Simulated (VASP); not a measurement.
Runs of VASP 6.6.1 on Cu. The structure is that of space group Fm-3m (No. 225), or close to it. The cells are those of the table. 

| task | cell | k mesh | cutoff (eV) | smearing | gap on the mesh (eV) | pressure (GPa) | relaxed volume (Å³/atom) |
| --- | --- | --- | --- | --- | --- | --- | --- |
| relaxation of cell and atoms | relaxed from a = 2.488 Å, angles 60.0°, 1 atom | 20 × 20 × 20 | 600 | fermi-dirac 0.15 eV | none | 0.0 | 10.94 |
| single point | a = 2.488 Å, angles 60.0°, 1 atom | 20 × 20 × 20 | 520 | fermi-dirac 0.15 eV | none | 0.9 | - |
| relaxation of cell and atoms | relaxed from a = 2.489 Å, angles 60.0°, 1 atom | 18 × 18 × 18 | 600 | gaussian 0.1 eV | none | 0.0 | 10.95 |
| single point | a = 2.488 Å, angles 60.0°, 1 atom | 18 × 18 × 18 | 520 | gaussian 0.1 eV | none | 0.9 | - |
| single point | a = 2.489 Å, angles 60.0°, 1 atom | 10 × 10 × 10 | 520 | gaussian 0.1 eV | none | (a) | - |

Alike in all rows: level LDA; potentials or basis VASP PAW LDA potentials, release 64 (Cu); no spin polarisation.

Fill in the values left out.

(a) 1.0.

A gap of «none» marks levels without a gap at the run's occupations.
